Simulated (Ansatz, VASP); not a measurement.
# MnO in VASP and in Ansatz

The input INCAR:

```
PREC = Accurate
ENCUT = 520
EDIFF = 1E-6
ISMEAR = 0
SIGMA = 0.025
LREAL = False
LASPH = True
NELM = 150
ALGO = Normal
ISIF = 2
LWAVE = False
LCHARG = True
ISPIN = 2
MAGMOM = 4 0
LORBIT = 11
LMAXMIX = 4
GGA = PE
LELF = True
LVHAR = True
NBANDS = 20
```

Contents of KPOINTS:

```
regular mesh
0
Gamma
  10 10 10
```

Contents of POSCAR:

```
MnO
1.0
    0.0000000000      2.2239077028      2.2239077028
    2.2239077028      0.0000000000      2.2239077028
    2.2239077028      2.2239077028      0.0000000000
Mn O
1 1
Direct
    0.0000000000      0.0000000000      0.0000000000
    0.5000000000      0.5000000000      0.5000000000
```

File input.yaml:

```yaml
crystal:
  lattice:
    - [0.0, 2.2239077028, 2.2239077028]
    - [2.2239077028, 0.0, 2.2239077028]
    - [2.2239077028, 2.2239077028, 0.0]
  atoms:
    - { symbol: Mn, position: [0.0, 0.0, 0.0], spin: 4.0 }
    - { symbol: O, position: [0.5, 0.5, 0.5] }
kpoints:
  mp_grid: { grid: [10, 10, 10] }
scf:
  occupations: { method: gaussian, width: 0.025 }
hamiltonian:
  xc: pbe
  pseudopotentials: { kind: all_electron, lapw: { basis_error: 0.001 } }
magnetization:
  spin_polarized: true
output:
  forces: true
  stress: true
  eigenvalues: true
```

Alike in both runs: task single point; functional PBE; k mesh 10 × 10 × 10; occupations gaussian, width 0.025 eV; collinear spin.

|  | VASP | Ansatz |
| --- | --- | --- |
| version | VASP 6.6.1 | Ansatz 0.2.0 |
| potentials or method | VASP PAW PBE potentials, release 64 (Mn_pv, O), cutoff 520 eV | all-electron LAPW, scalar-relativistic |

```csv
,VASP,Ansatz,Ansatz less VASP
gap on the k mesh at the Fermi level (eV),none,none,-
pressure (GPa),0.4,0.2,-0.14
net moment per atom (μB),2.40,2.40,0.000
size of the moment on the site where the two differ most (μB),0.21,0.24,+0.031
```

Site moments also hang on the region over which each program counts them. A gap of «none» marks a metal or a gap that the smearing closes. Ansatz ran all-electron here, and VASP with PAW potentials.
